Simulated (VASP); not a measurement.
# SiMo3 (Pm-3n) in VASP: single point with r2SCAN

Aim: the single point of SiMo3 with r2SCAN.

All numbers are computed with VASP 6.6.1; they aren't measurements. Logs are shortened: lines on timing, memory, paths and dates and some standing lists are left out, and cuts for length are marked.

### 1 The cell of the first run

Symmetry: Pm-3n, No. 223, cubic system. Conventional cell: a = 4.890 Å, b = 4.890 Å, c = 4.890 Å, α = 90.00°, β = 90.00°, γ = 90.00°. Si (site symmetry m-3) has 12 Mo at 2.73 Å within 3.6 Å. Within 3.2 Å of Mo (site symmetry -4m2) lie 10 Mo at 2.44 to 2.99 Å and 4 Si at 2.73 Å.

### 2 Single point, r2SCAN

Input file POSCAR:

```
SiMo3
1.0
    4.8896951900      0.0000000000      0.0000000000
    0.0000000000      4.8896951900      0.0000000000
    0.0000000000      0.0000000000      4.8896951900
Si Mo
2 6
Direct
    0.5000000000      0.5000000000      0.5000000000
    0.0000000000      0.0000000000      0.0000000000
    0.0000000000      0.5000000000      0.2500000000
    0.0000000000      0.5000000000      0.7500000000
    0.5000000000      0.7500000000      0.0000000000
    0.5000000000      0.2500000000      0.0000000000
    0.7500000000      0.0000000000      0.5000000000
    0.2500000000      0.0000000000      0.5000000000
```

Input file INCAR.step1:

```
SYSTEM = SiMo3
ALGO = Normal ; EDIFF = 1E-4
ENCUT = 520 ; GGA = PE
ISMEAR = 0 ; LASPH = .True.
LCHARG = .False. ; LREAL = .False.
LWAVE = .True. ; NBANDS = 56
NELM = 80 ; PREC = Accurate
SIGMA = 0.1
```

Input file INCAR.step2:

```
SYSTEM = SiMo3
ALGO = Normal ; EDIFF = 1E-6
ENCUT = 520 ; ISIF = 2
ISMEAR = 0 ; ISTART = 1
LASPH = .True. ; LCHARG = .True.
LELF = .True. ; LMIXTAU = .True.
LREAL = .False. ; LVHAR = .True.
LWAVE = .False. ; METAGGA = R2SCAN
NBANDS = 56 ; NELM = 80
PREC = Accurate ; SIGMA = 0.1
```

Input file KPOINTS:

```
k-points
0
Gamma
  4 4 4
  0 0 0
```

Potentials or basis: VASP PAW PBE potentials, release 64 (Si, Mo_sv).

Command:

```sh
$ cat potpaw_PBE.64/Si/POTCAR potpaw_PBE.64/Mo_sv/POTCAR > POTCAR
$ cp INCAR.step1 INCAR
$ mpirun -np 1 vasp_std > vasp.out
$ cp INCAR.step2 INCAR
$ mpirun -np 1 vasp_std > vasp.out
```

OUTCAR:

```text
SYSTEM = SiMo3
   EDIFF = 1E-6
   ENCUT = 520
   ISIF = 2
   ISMEAR = 0
   ISTART = 1
   LASPH = .True.
   LREAL = .False.
   METAGGA = R2SCAN
   NELM = 80
   PREC = Accurate

 ion  position               nearest neighbor table
   1  0.500  0.500  0.500-   3 2.73   4 2.73   5 2.73   6 2.73   7 2.73   8 2.73   5 2.73   6 2.73
                             7 2.73   8 2.73   3 2.73   4 2.73
   2  0.000  0.000  0.000-   3 2.73   4 2.73   5 2.73   6 2.73   7 2.73   8 2.73   7 2.73   8 2.73
                             3 2.73   4 2.73   5 2.73   6 2.73
   3  0.000  0.500  0.250-   4 2.44   4 2.44   1 2.73   2 2.73   2 2.73   1 2.73   8 2.99   5 2.99
                             6 2.99   7 2.99   8 2.99   7 2.99   5 2.99   6 2.99
   4  0.000  0.500  0.750-   3 2.44   3 2.44   1 2.73   2 2.73   2 2.73   1 2.73   8 2.99   5 2.99
                             6 2.99   7 2.99   8 2.99   7 2.99   5 2.99   6 2.99
   5  0.500  0.750  0.000-   6 2.44   6 2.44   1 2.73   1 2.73   2 2.73   2 2.73   8 2.99   4 2.99
                             7 2.99   8 2.99   3 2.99   7 2.99   3 2.99   4 2.99
   6  0.500  0.250  0.000-   5 2.44   5 2.44   1 2.73   1 2.73   2 2.73   2 2.73   8 2.99   4 2.99
                             7 2.99   8 2.99   3 2.99   7 2.99   3 2.99   4 2.99
   7  0.750  0.000  0.500-   8 2.44   8 2.44   1 2.73   2 2.73   1 2.73   2 2.73   3 2.99   4 2.99
                             5 2.99   6 2.99   5 2.99   3 2.99   4 2.99   6 2.99
   8  0.250  0.000  0.500-   7 2.44   7 2.44   1 2.73   2 2.73   1 2.73   2 2.73   3 2.99   4 2.99
                             5 2.99   6 2.99   5 2.99   3 2.99   4 2.99   6 2.99

  LATTYP: Found a simple cubic cell.
 ALAT       =     4.8896951900

  Lattice vectors:

 A1 = (   4.8896951900,   0.0000000000,   0.0000000000)
 A2 = (   0.0000000000,   4.8896951900,   0.0000000000)
 A3 = (   0.0000000000,   0.0000000000,   4.8896951900)

Analysis of symmetry for initial positions (statically):
=====================================================================
 Subroutine PRICEL returns:
 Original cell was already a primitive cell.

 Routine SETGRP: Setting up the symmetry group for a
 simple cubic supercell.

 Subroutine GETGRP returns: Found 48 space group operations
 (whereof 24 operations were pure point group operations)
 out of a pool of 48 trial point group operations.

The static configuration has the point symmetry T_h .
 The point group associated with its full space group is O_h .

Analysis of symmetry for dynamics (positions and initial velocities):
=====================================================================
 Subroutine PRICEL returns:
 Original cell was already a primitive cell.

 Routine SETGRP: Setting up the symmetry group for a
 simple cubic supercell.

 Subroutine GETGRP returns: Found 48 space group operations
 (whereof 24 operations were pure point group operations)
 out of a pool of 48 trial point group operations.

The dynamic configuration has the point symmetry T_h .
 The point group associated with its full space group is O_h .

 Subroutine INISYM returns: Found 48 space group operations
 (whereof 24 operations are pure point group operations),
 and found     1 'primitive' translations

----------------------------------------------------------------------------------------

                                     Primitive cell

  volume of cell :     116.9083

  direct lattice vectors                    reciprocal lattice vectors
     4.889695190  0.000000000  0.000000000     0.204511725  0.000000000  0.000000000
     0.000000000  4.889695190  0.000000000     0.000000000  0.204511725  0.000000000
     0.000000000  0.000000000  4.889695190     0.000000000  0.000000000  0.204511725

  length of vectors
     4.889695190  4.889695190  4.889695190     0.204511725  0.204511725  0.204511725

  position of ions in fractional coordinates (direct lattice)
     0.500000000  0.500000000  0.500000000
     0.000000000  0.000000000  0.000000000
     0.000000000  0.500000000  0.250000000
     0.000000000  0.500000000  0.750000000
     0.500000000  0.750000000  0.000000000
     0.500000000  0.250000000  0.000000000
     0.750000000  0.000000000  0.500000000
     0.250000000  0.000000000  0.500000000

  ion indices of the primitive-cell ions
   primitive index   ion index
                 1           1
                 2           2
                 3           3
                 4           4
                 5           5
                 6           6
                 7           7
                 8           8

----------------------------------------------------------------------------------------

 KPOINTS: k-points

Automatic generation of k-mesh.
 Grid dimensions read from file:
 generate k-points for:    4    4    4

 Generating k-lattice:

  Cartesian coordinates                     Fractional coordinates (reciprocal lattice)
     0.051127931  0.000000000  0.000000000     0.250000000  0.000000000  0.000000000
     0.000000000  0.051127931  0.000000000     0.000000000  0.250000000  0.000000000
     0.000000000  0.000000000  0.051127931     0.000000000  0.000000000  0.250000000

  Length of vectors
     0.051127931  0.051127931  0.051127931

  Shift w.r.t. Gamma in fractional coordinates (k-lattice)
     0.000000000  0.000000000  0.000000000

 Subroutine IBZKPT returns following result:
 ===========================================

 Found     10 irreducible k-points:

 Following reciprocal coordinates:
            Coordinates               Weight
  0.000000  0.000000  0.000000      1.000000
  0.250000  0.000000  0.000000      6.000000
  0.500000  0.000000  0.000000      3.000000
  0.250000  0.250000  0.000000     12.000000
  0.500000  0.250000  0.000000     12.000000
  0.500000  0.500000  0.000000      3.000000
  0.250000  0.250000  0.250000      8.000000
  0.500000  0.250000  0.250000     12.000000
  0.500000  0.500000  0.250000      6.000000
  0.500000  0.500000  0.500000      1.000000
   k-points           NKPTS =     10   k-points in BZ     NKDIM =     10   number of bands    NBANDS=     56
   number of dos      NEDOS =    301   number of ions     NIONS =      8
   total plane-waves  NPLWV =  46656
   dimension x,y,z NGX =    36 NGY =   36 NGZ =   36
   dimension x,y,z NGXF=    72 NGYF=   72 NGZF=   72
   ions per type =               2   6
   NGX,Y,Z   is equivalent  to a cutoff of  12.24, 12.24, 12.24 a.u.
   NGXF,Y,Z  is equivalent  to a cutoff of  24.48, 24.48, 24.48 a.u.
 SYSTEM =  SiMo3
   PREC   = accura    normal or accurate (medium, high low for compatibility)
   ISTART =      1    job   : 0-new  1-cont  2-samecut
   ICHARG =      0    charge: 1-file 2-atom 10-const
   ISPIN  =      1    spin polarized calculation?
   LNONCOLLINEAR =      F non collinear calculations
   LSORBIT =      F    spin-orbit coupling
   LASPH  =      T    aspherical Exc in radial PAW
   ENCUT  =  520.0 eV  38.22 Ry    6.18 a.u.   9.09  9.09  9.09*2*pi/ulx,y,z
   NELM   =     80;   NELMIN=  2; NELMDL=  0     # of ELM steps
   EDIFF  = 0.1E-05   stopping-criterion for ELM
   LREAL  =      F    real-space projection
   EDIFFG = 0.1E-04   stopping-criterion for IOM
   NSW    =      0    number of steps for IOM
   IBRION =     -1    ionic relax: 0-MD 1-quasi-New 2-CG
   NFREE  =      0    steps in history (QN), initial steepest desc. (CG)
   ISIF   =      2    stress and relaxation
   ISYM   =      2    0-nonsym 1-usesym 2-fastsym
   POTIM  = 0.5000    time-step for ionic-motion
   TEBEG  =    0.0;   TEEND  =   0.0 temperature during run
   PSTRESS=    0.0 pullay stress
   NELECT =      92.0000    total number of electrons
   NUPDOWN=      -1.0000    fix difference up-down
   EMIN   =  10.00;   EMAX   =-10.00  energy-range for DOS
   EFERMI =   0.00;   METHOD = LEGACY
   ISMEAR =     0;   SIGMA  =   0.10  broadening in eV -4-tet -1-fermi 0-gaus
   EFERMI_NEDOS =   21; number of points for ismear=-14 and -15
   IALGO  =     38    algorithm
   IMIX   =      4    mixing-type and parameters
     AMIX     =   0.40;   BMIX     =  1.00
     AMIX_MAG =   1.60;   BMIX_MAG =  1.00
  volume/ion in A,a.u.               =      14.61        98.62
  Fermi-wavevector in a.u.,A,eV,Ry     =   1.511433  2.856195 31.081565  2.284431
  Thomas-Fermi vector in A             =   2.621491
   LORBIT       =      0    0 simple, 1 ext, 2 COOP (PROOUT), +10 PAW based schemes
   METAGGA = R2SCAN    functional components
   LHFCALC =     F    Hartree Fock is set to
   AEXX    =    0.0000 exact exchange contribution
   IVDW    =     0    specifies the selected vdW correction
   LEPSILON=     F    determine dielectric tensor
   LRPA    =     F    only Hartree local field effects (RPA)
 non-spin polarized calculation
 Gauss-broadening in eV      SIGMA  =   0.10
  energy-cutoff  :      520.00
  volume of cell :      116.91
 maximum number of plane-waves:      3178
   NGX = 19   NGY = 19   NGZ = 19

 number of electron      91.9999978 magnetization

 Free energy of the ion-electron system (eV)
  ---------------------------------------------------
  ext. energy  EPLUGINS =         0.00000000
  ---------------------------------------------------
  free energy    TOTEN  =      -176.49758575 eV

  energy without entropy =     -176.47666653  energy(sigma->0) =     -176.48712614

 E-fermi :  12.6846     XC(G=0): -14.2603

 val. band max:       12.6088759742   @ k =   0.5000   0.2500   0.2500
 cond. band min:      12.7743910261   @ k =   0.5000   0.2500   0.0000
 fundamental gap:      0.1655150519
 Fermi energy:        12.6845924462

 k-point     1 :       0.0000    0.0000    0.0000
  band No.  band energies     occupation
      1     -50.5004      2.00000
      2     -50.3715      2.00000
      3     -50.3715      2.00000
      4     -50.0127      2.00000
      5     -50.0127      2.00000
      6     -50.0127      2.00000
[... 579 lines left out ...]
     55      15.1303      0.00000
     56      15.1303      0.00000

------------------------ aborting loop because EDIFF is reached ----------------------------------------

  FORCE on cell =-STRESS in cart. coord.  units (eV):
  Direction    XX          YY          ZZ          XY          YZ          ZX
  --------------------------------------------------------------------------------------
  -------------------------------------------------------------------------------------
  Total        0.9003700      0.9003700      0.9003700     -0.0000000      0.0000000      0.0000000
  in kB       12.3391785     12.3391785     12.3391785     -0.0000000      0.0000000      0.0000000
  external PRESSURE =      12.3391785 kB  Pullay stress =       0.0000000 kB

 VOLUME and BASIS-vectors are now :
 -----------------------------------------------------------------------------
  energy-cutoff  :      520.00
  volume of cell :      116.91
      direct lattice vectors                 reciprocal lattice vectors
     4.889695190  0.000000000  0.000000000     0.204511725  0.000000000  0.000000000
     0.000000000  4.889695190  0.000000000     0.000000000  0.204511725  0.000000000
     0.000000000  0.000000000  4.889695190     0.000000000  0.000000000  0.204511725

 POSITION                                       TOTAL-FORCE (eV/Angst)
 -----------------------------------------------------------------------------------
      2.44485      2.44485      2.44485        -0.000000     -0.000000     -0.000000
      0.00000      0.00000      0.00000        -0.000000     -0.000000     -0.000000
      0.00000      2.44485      1.22242         0.000000     -0.000000     -0.000000
      0.00000      2.44485      3.66727        -0.000000     -0.000000      0.000000
      2.44485      3.66727      0.00000         0.000000     -0.000000     -0.000000
      2.44485      1.22242      0.00000         0.000000      0.000000      0.000000
      3.66727      0.00000      2.44485        -0.000000      0.000000      0.000000
      1.22242      0.00000      2.44485         0.000000      0.000000     -0.000000
 -----------------------------------------------------------------------------------
    total drift:                                0.000000      0.000000     -0.000000

  FREE ENERGIE OF THE ION-ELECTRON SYSTEM (eV)
  ---------------------------------------------------
  free  energy   TOTEN  =      -176.4975857483 eV

  energy  without entropy=     -176.4766665273  energy(sigma->0) =     -176.48712614
```

It took 68 s on 1 thread of Intel Xeon 6975P-C (Granite Rapids), shared host; peak memory 0.23 GiB.

What came out:

```yaml
Free_energy: -176.4976 eV
Pressure: 1.2 GPa
Band_gap_on_the_k_mesh: zero (bands 46 and 47 overlap by 2.65 eV)
```

Caveat: the PAW data sets were made with another functional, which shifts forces and pressure a little.
